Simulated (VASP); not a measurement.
A run of VASP 6.6.1 is set up as follows.

The input POSCAR:

```
BeTe
1.0
    0.0000000000      2.8284401600      2.8284401600
    2.8284401600      0.0000000000      2.8284401600
    2.8284401600      2.8284401600      0.0000000000
Be Te
1 1
Direct
    0.0000000000      0.0000000000      0.0000000000
    0.2500000000      0.2500000000      0.2500000000
```

File INCAR.step1:

```
SYSTEM = BeTe
ALGO     = Normal         ! electronic algorithm
EDIFF    = 1E-4           ! SCF threshold, eV
ENCUT    = 520            ! plane-wave cutoff, eV
GGA      = PE             ! functional
ISMEAR   = -1             ! smearing method
LASPH    = .TRUE.         ! aspherical terms in the spheres
LCHARG   = .FALSE.        ! write CHGCAR
LREAL    = .FALSE.        ! projectors in reciprocal space
LWAVE    = .TRUE.         ! write WAVECAR
NELM     = 80             ! most SCF steps
PREC     = Accurate       ! precision mode
SIGMA    = 0.02           ! smearing width, eV
```

Contents of INCAR.step2:

```
SYSTEM = BeTe
ALGO     = Normal         ! electronic algorithm
EDIFF    = 1E-6           ! SCF threshold, eV
EDIFFG   = -0.01          ! ionic threshold
ENCUT    = 520            ! plane-wave cutoff, eV
IBRION   = 2              ! ionic algorithm
ISIF     = 2              ! what is computed and relaxed
ISMEAR   = -1             ! smearing method
ISTART   = 1            
LASPH    = .TRUE.         ! aspherical terms in the spheres
LCHARG   = .FALSE.        ! write CHGCAR
LMIXTAU  = .TRUE.       
LREAL    = .FALSE.        ! projectors in reciprocal space
LWAVE    = .FALSE.        ! write WAVECAR
METAGGA  = R2SCAN         ! meta-GGA
NELM     = 80             ! most SCF steps
NSW      = 50             ! ionic steps
PREC     = Accurate       ! precision mode
SIGMA    = 0.02           ! smearing width, eV
```

Contents of KPOINTS:

```
k-points
0
G
  8 8 8
  0 0 0
```

Potentials or basis: VASP PAW PBE potentials, release 64 (Be, Te).

The run is started by

```bash
$ cat potpaw_PBE.64/Be/POTCAR potpaw_PBE.64/Te/POTCAR > POTCAR
$ cp INCAR.step1 INCAR
$ mpirun -np 1 vasp_std > vasp.out
$ cp INCAR.step2 INCAR
$ mpirun -np 1 vasp_std > vasp.out
```

Question: Predict the band gap on the k mesh.

Answer: 2.37 eV, indirect (least direct gap 4.03 eV).

Final structure:
```
CELL_PARAMETERS angstrom
0.00000 2.82844 2.82844
2.82844 0.00000 2.82844
2.82844 2.82844 0.00000
ATOMIC_POSITIONS crystal
Be 0.00000 0.00000 0.00000
Te 0.25000 0.25000 0.25000
```

Caveat: the relaxation stopped at its first step, so nothing moved; spin-orbit coupling is left out, which moves the levels of the heavy elements. A k mesh can miss the band edges.
